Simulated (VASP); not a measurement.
# B in VASP: notebook

B is run at these levels: PBE; tasks: single point.

Program: VASP 6.6.1. These are calculated values, not measurements. Logs are shortened: lines on timing, memory, paths and dates and some standing lists are left out, and cuts for length are marked.

**1. The cell of the first run**

The typed cell holds 8 atoms: a = 4.358 Å, b = 5.185 Å, c = 4.445 Å, α = 53.14°, β = 41.99°, γ = 56.95°.

**2. Single point, PBE**

The input, INCAR:

```
PREC = Accurate
ENCUT = 520
EDIFF = 1E-7
ISMEAR = 0
SIGMA = 0.1
LREAL = F
LASPH = T
NELM = 100
ALGO = Normal
ISIF = 2
LWAVE = F
LCHARG = T
GGA = PE
LELF = T
LVHAR = T
NBANDS = 22
```

The input, KPOINTS:

```
Automatic mesh
0
Gamma
  8 8 8
```

The input, POSCAR:

```
B
1.0
    0.6617309902      3.2497224406      2.8273815615
    3.7915318226     -0.0572638356      3.5368167353
    3.0158328407      3.1830950895      0.7274438561
B
8
Direct
   -0.0066122358     -0.1456264954     -0.0494236363
    0.9317973505      0.0490378288      0.4891071291
    1.0682009797      0.4509596025      0.0108952721
    1.0066156472      0.6456287951      0.5494172599
    0.5066205347      1.1456337444      0.0494196284
    0.5682082765      0.9509584844      0.5108978733
    0.4317903912      0.5490401771     -0.0108969632
    0.4933790560      0.3543678632      0.4505834367
```

Potentials or basis: VASP PAW PBE potentials, release 64 (B).

Run with:

```console
cat potpaw_PBE.64/B/POTCAR > POTCAR
mpirun -np 1 vasp_std > vasp.out
```

OUTCAR:

```text
PREC = Accurate
   ENCUT = 520
   EDIFF = 1E-7
   ISMEAR = 0
   LREAL = F
   LASPH = T
   NELM = 100
   ISIF = 2
   GGA = PE

 ion  position               nearest neighbor table
   1  0.993  0.854  0.951-   5 1.70   7 1.75   6 1.81   3 1.81   2 1.83   6 1.87
   2  0.932  0.049  0.489-   8 1.75   5 1.81   4 1.81   1 1.83   6 1.84   3 1.84   5 1.87
   3  0.068  0.451  0.011-   5 1.75   8 1.81   1 1.81   4 1.83   7 1.84   2 1.84   8 1.87
   4  0.007  0.646  0.549-   8 1.70   6 1.75   7 1.81   2 1.81   3 1.83   7 1.87
   5  0.507  0.146  0.049-   1 1.70   3 1.75   2 1.81   7 1.81   6 1.83   2 1.87
   6  0.568  0.951  0.511-   4 1.75   1 1.81   8 1.81   5 1.83   2 1.84   7 1.84   1 1.87
   7  0.432  0.549  0.989-   1 1.75   4 1.81   5 1.81   8 1.83   3 1.84   6 1.84   4 1.87
   8  0.493  0.354  0.451-   4 1.70   2 1.75   3 1.81   6 1.81   7 1.83   3 1.87

  LATTYP: Found a triclinic cell.
 ALAT       =     3.1553087160
 B/A-ratio  =     2.0152197712
 C/A-ratio  =     4.0638580329
 COS(alpha) =     0.0152303753
 COS(beta)  =     0.6239927651
 COS(gamma) =     0.7633714344

  Lattice vectors:

 A1 = (   2.3541018505,  -0.0666273511,  -2.0999377054)
 A2 = (   5.3699346912,   3.1164677384,  -1.3724938493)
 A3 = (   4.1604407025,  -9.8730585085,  -7.0452656546)

Analysis of symmetry for initial positions (statically):
=====================================================================
 Subroutine PRICEL returns:
 Original cell was already a primitive cell.

 Routine SETGRP: Setting up the symmetry group for a
 triclinic supercell.

 Subroutine GETGRP returns: Found  1 space group operations
 (whereof  1 operations were pure point group operations)
 out of a pool of  2 trial point group operations.

The static configuration has the point symmetry C_1 .

Analysis of symmetry for dynamics (positions and initial velocities):
=====================================================================
 Subroutine PRICEL returns:
 Original cell was already a primitive cell.

 Routine SETGRP: Setting up the symmetry group for a
 triclinic supercell.

 Subroutine GETGRP returns: Found  1 space group operations
 (whereof  1 operations were pure point group operations)
 out of a pool of  2 trial point group operations.

The dynamic configuration has the point symmetry C_1 .

 Subroutine INISYM returns: Found  1 space group operations
 (whereof  1 operations are pure point group operations),
 and found     1 'primitive' translations

----------------------------------------------------------------------------------------

                                     Primitive cell

  volume of cell :      52.8339

  direct lattice vectors                    reciprocal lattice vectors
     0.661730990  3.249722441  2.827381562    -0.213871757  0.149682698  0.231697891
     3.791531823 -0.057263836  3.536816735     0.125598017 -0.152279828  0.145631237
     3.015832841  3.183095090  0.727443856     0.220607947  0.158604325 -0.233927801

  length of vectors
     4.358058093  5.185370317  4.444830327     0.349041476  0.245300764  0.358532306

  position of ions in fractional coordinates (direct lattice)
     0.993387764  0.854373505  0.950576364
     0.931797350  0.049037829  0.489107129
     0.068200980  0.450959602  0.010895272
     0.006615647  0.645628795  0.549417260
     0.506620535  0.145633744  0.049419628
     0.568208277  0.950958484  0.510897873
     0.431790391  0.549040177  0.989103037
     0.493379056  0.354367863  0.450583437

  ion indices of the primitive-cell ions
   primitive index   ion index
                 1           1
                 2           2
                 3           3
                 4           4
                 5           5
                 6           6
                 7           7
                 8           8

----------------------------------------------------------------------------------------

 KPOINTS: Automatic mesh

Automatic generation of k-mesh.
 Grid dimensions read from file:
 generate k-points for:    8    8    8

 Generating k-lattice:

  Cartesian coordinates                     Fractional coordinates (reciprocal lattice)
    -0.026733970  0.018710337  0.028962236     0.125000000  0.000000000 -0.000000000
     0.015699752 -0.019034978  0.018203905     0.000000000  0.125000000  0.000000000
     0.027575993  0.019825541 -0.029240975     0.000000000  0.000000000  0.125000000

  Length of vectors
     0.043630184  0.030662596  0.044816538

  Shift w.r.t. Gamma in fractional coordinates (k-lattice)
     0.000000000  0.000000000  0.000000000

 Subroutine IBZKPT returns following result:
 ===========================================

 Found    260 irreducible k-points:

 Following reciprocal coordinates:
            Coordinates               Weight
  0.000000  0.000000  0.000000      1.000000
  0.125000  0.000000  0.000000      2.000000
  0.250000  0.000000  0.000000      2.000000
  0.375000  0.000000  0.000000      2.000000
  0.500000  0.000000  0.000000      1.000000
  0.000000  0.125000 -0.000000      2.000000
[... 16 lines left out ...]
  0.125000  0.375000 -0.000000      2.000000
  0.250000  0.375000 -0.000000      2.000000
 [... further k-points ...]
   k-points           NKPTS =    260   k-points in BZ     NKDIM =    260   number of bands    NBANDS=     22
   number of dos      NEDOS =    301   number of ions     NIONS =      8
   total plane-waves  NPLWV =  46080
   dimension x,y,z NGX =    32 NGY =   40 NGZ =   36
   dimension x,y,z NGXF=    64 NGYF=   80 NGZF=   72
   ions per type =               8
   NGX,Y,Z   is equivalent  to a cutoff of  12.21, 12.82, 13.46 a.u.
   NGXF,Y,Z  is equivalent  to a cutoff of  24.41, 25.65, 26.93 a.u.
 SYSTEM =  unknown system
   PREC   = accura    normal or accurate (medium, high low for compatibility)
   ISTART =      0    job   : 0-new  1-cont  2-samecut
   ICHARG =      2    charge: 1-file 2-atom 10-const
   ISPIN  =      1    spin polarized calculation?
   LNONCOLLINEAR =      F non collinear calculations
   LSORBIT =      F    spin-orbit coupling
   LASPH  =      T    aspherical Exc in radial PAW
   ENCUT  =  520.0 eV  38.22 Ry    6.18 a.u.   8.10  9.64  8.26*2*pi/ulx,y,z
   NELM   =    100;   NELMIN=  2; NELMDL= -5     # of ELM steps
   EDIFF  = 0.1E-06   stopping-criterion for ELM
   LREAL  =      F    real-space projection
   EDIFFG = 0.1E-05   stopping-criterion for IOM
   NSW    =      0    number of steps for IOM
   IBRION =     -1    ionic relax: 0-MD 1-quasi-New 2-CG
   NFREE  =      0    steps in history (QN), initial steepest desc. (CG)
   ISIF   =      2    stress and relaxation
   ISYM   =      2    0-nonsym 1-usesym 2-fastsym
   POTIM  = 0.5000    time-step for ionic-motion
   TEBEG  =    0.0;   TEEND  =   0.0 temperature during run
   PSTRESS=    0.0 pullay stress
   NELECT =      24.0000    total number of electrons
   NUPDOWN=      -1.0000    fix difference up-down
   EMIN   =  10.00;   EMAX   =-10.00  energy-range for DOS
   EFERMI =   0.00;   METHOD = LEGACY
   ISMEAR =     0;   SIGMA  =   0.10  broadening in eV -4-tet -1-fermi 0-gaus
   EFERMI_NEDOS =   21; number of points for ismear=-14 and -15
   IALGO  =     38    algorithm
   IMIX   =      4    mixing-type and parameters
     AMIX     =   0.40;   BMIX     =  1.00
     AMIX_MAG =   1.60;   BMIX_MAG =  1.00
  volume/ion in A,a.u.               =       6.60        44.57
  Fermi-wavevector in a.u.,A,eV,Ry     =   1.258465  2.378153 21.547998  1.583733
  Thomas-Fermi vector in A             =   2.392073
   LORBIT       =      0    0 simple, 1 ext, 2 COOP (PROOUT), +10 PAW based schemes
   GGA     = PE    functional components
   LHFCALC =     F    Hartree Fock is set to
   AEXX    =    0.0000 exact exchange contribution
   IVDW    =     0    specifies the selected vdW correction
   LEPSILON=     F    determine dielectric tensor
   LRPA    =     F    only Hartree local field effects (RPA)
 non-spin polarized calculation
 Gauss-broadening in eV      SIGMA  =   0.10
  energy-cutoff  :      520.00
  volume of cell :       52.83
 maximum number of plane-waves:      1438
   NGX = 17   NGY = 19   NGZ = 17

 number of electron      24.0000000 magnetization

 Free energy of the ion-electron system (eV)
  ---------------------------------------------------
  ext. energy  EPLUGINS =         0.00000000
  ---------------------------------------------------
  free energy    TOTEN  =       -51.89245661 eV

  energy without entropy =      -51.88805133  energy(sigma->0) =      -51.89025397

 E-fermi :   8.6206     XC(G=0): -12.1587

 val. band max:        8.6203884726   @ k =   0.2500   0.5000  -0.0000
 cond. band min:       8.6310052514   @ k =   0.5000   0.1250   0.5000
 fundamental gap:      0.0106167788
 Fermi energy:         8.6206079266

 k-point     1 :       0.0000    0.0000    0.0000
  band No.  band energies     occupation
      1      -9.1890      2.00000
      2      -3.4849      2.00000
      3      -2.6473      2.00000
      4      -1.9976      2.00000
      5      -0.8624      2.00000
      6      -0.1917      2.00000
[... 14 lines left out ...]
     21      17.6532      0.00000
     22      18.1002      0.00000

 k-point     2 :       0.1250    0.0000    0.0000
  band No.  band energies     occupation
      1      -8.9733      2.00000
      2      -3.5207      2.00000
      3      -2.2993      2.00000
      4      -2.2211      2.00000
      5      -0.4219      2.00000
      6      -0.3133      2.00000
[... 14 lines left out ...]
     21      17.5092      0.00000
     22      17.8742      0.00000
[... 523 lines left out ...]
     21      17.0558      0.00000
     22      17.4849      0.00000

 k-point    24 :       0.2500    0.3750   -0.0000
  band No.  band energies     occupation
      1      -7.7015      2.00000
      2      -5.2756      2.00000
      3      -3.3286      2.00000
      4      -0.7044      2.00000
      5      -0.4073      2.00000
      6       0.1539      2.00000
[... 14 lines left out ...]
     21      16.7992      0.00000
     22      18.2236      0.00000

 [... further k-points ...]

------------------------ aborting loop because EDIFF is reached ----------------------------------------

  FORCE on cell =-STRESS in cart. coord.  units (eV):
  Direction    XX          YY          ZZ          XY          YZ          ZX
  --------------------------------------------------------------------------------------
  -------------------------------------------------------------------------------------
  Total        0.0099232      0.0021551     -0.0145042     -0.0080316      0.0154278      0.0044594
  in kB        0.3009175      0.0653533     -0.4398363     -0.2435553      0.4678437      0.1352314
  external PRESSURE =      -0.0245219 kB  Pullay stress =       0.0000000 kB

 VOLUME and BASIS-vectors are now :
 -----------------------------------------------------------------------------
  energy-cutoff  :      520.00
  volume of cell :       52.83
      direct lattice vectors                 reciprocal lattice vectors
     0.661730990  3.249722441  2.827381562    -0.213871757  0.149682698  0.231697891
     3.791531823 -0.057263836  3.536816735     0.125598017 -0.152279828  0.145631237
     3.015832841  3.183095090  0.727443856     0.220607947  0.158604325 -0.233927801

 POSITION                                       TOTAL-FORCE (eV/Angst)
 -----------------------------------------------------------------------------------
      6.76352      6.20508      6.52194         0.000985     -0.002085     -0.001743
      2.27759      4.58215      3.16378        -0.000940     -0.000498     -0.000364
      1.78782      0.23049      1.79572         0.001005      0.000415      0.000521
      4.10925      1.73338      2.70185        -0.000897      0.002178      0.001535
      1.03646      1.79534      1.98344        -0.001146      0.001893      0.001108
      5.52237      3.41830      5.34156         0.000887      0.000047      0.000291
      5.35040      4.52017      3.88221        -0.000826     -0.000000     -0.000130
      3.02897      3.01730      2.97608         0.000932     -0.001949     -0.001217
 -----------------------------------------------------------------------------------
    total drift:                                0.000000     -0.000000     -0.000000

  FREE ENERGIE OF THE ION-ELECTRON SYSTEM (eV)
  ---------------------------------------------------
  free  energy   TOTEN  =       -51.8924566079 eV

  energy  without entropy=      -51.8880513270  energy(sigma->0) =      -51.89025397
```

It took 4.8 min on 1 thread of Intel Xeon Platinum 8488C (Sapphire Rapids), shared host; peak memory 0.33 GiB.

Results:

```
Free energy            : -51.8925 eV
Pressure               : 0.0 GPa
Band gap on the k mesh : zero (bands 12 and 13 overlap by 1.41 eV)
```

Forces in eV/Å, atoms in the order of the input:
```
B    0.001 -0.002 -0.002
B   -0.001  0.000  0.000
B    0.001  0.000  0.001
B   -0.001  0.002  0.002
B   -0.001  0.002  0.001
B    0.001  0.000  0.000
B   -0.001  0.000  0.000
B    0.001 -0.002 -0.001
```

(Continued in part 2 of 3.)
